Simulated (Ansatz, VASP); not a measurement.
# GaAs: VASP beside Ansatz

```
Ga As
1.0
     0.00000    2.69200    2.83309
     2.69200    0.00000    2.83309
     2.69200    2.69200    0.00000
Ga As
1 1
Cartesian
  0.0000 0.0000 0.0000
  1.3460 1.3460 1.4165
```

Change from the starting cell: biaxial_xy strain -5.0%.

Alike in both runs: task single point; functional HSE06; k mesh 6 × 6 × 6; no spin polarisation.

|  | VASP | Ansatz |
| --- | --- | --- |
| version | VASP 6.6.1 | Ansatz 0.2.0 |
| potentials or method | VASP PAW PBE potentials, release 64 (Ga_d, As) | plane waves, PAW |
| plane-wave cutoff (eV) | 400 | 420 |
| occupations | gaussian, width 0.01 eV | fixed |
| valence electrons in the cell | 18 | 28 |

```tsv
	VASP	Ansatz	Ansatz less VASP
gap on the k mesh at the Fermi level (eV)	1.64	1.63	-0.014
```

VASP's potentials hold 18 valence electrons a cell and Ansatz's 28, so a difference there can come from the potentials and not from the codes. Ansatz's warnings: stress exchange threshold loose, stress scf threshold loose.
